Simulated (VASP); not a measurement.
A run of VASP 6.6.1 is set up as follows.

The input INCAR:

```
PREC = Accurate ; ENCUT = 520
EDIFF = 1E-6 ; ISMEAR = 0
SIGMA = 0.1 ; LREAL = False
LASPH = True ; NELM = 150
ALGO = Fast ; ISIF = 2
LWAVE = False ; LCHARG = False
ISPIN = 2 ; MAGMOM = 1 1 1 0 0 0 0 0
LORBIT = 11 ; LMAXMIX = 4
GGA = PE ; NBANDS = 48
```

Contents of KPOINTS:

```
regular mesh
0
Gamma
  6 6 2
```

POSCAR

```
Ti3Al3Cu2
1.0
    2.8483960016      0.0000000000      0.0000000000
    0.0000000000      2.8483960016      0.0000000000
    0.0000000000      0.0000000000     14.8184819299
Ti Al Cu
3 3 2
Direct
    0.0000000000      0.0000000000      0.7293762289
    0.0000000000      0.0000000000      0.2706237711
    0.0000000000      0.0000000000      0.0000000000
    0.5000000000      0.5000000000      0.8631493067
    0.5000000000      0.5000000000      0.1368506933
    0.0000000000      0.0000000000      0.5000000000
    0.5000000000      0.5000000000      0.6060273242
    0.5000000000      0.5000000000      0.3939726758
```

Potentials or basis: VASP PAW PBE potentials, release 64 (Ti_sv, Al, Cu).

The run is started by

```console
$ cat potpaw_PBE.64/Ti_sv/POTCAR potpaw_PBE.64/Al/POTCAR potpaw_PBE.64/Cu/POTCAR > POTCAR
$ mpirun -np 1 vasp_std > vasp.out
```

Question: What does it give for the largest force?

Answer: 0.079 eV/Å.

Question: Predict the net moment.

Answer: 0.00 μB per cell.

Stress tensor (GPa, compression positive):
```
 0.25  0.00  0.00
 0.00  0.25  0.00
 0.00  0.00 -0.20
```

Caveat: the k points lie up to 0.37 Å⁻¹ apart.
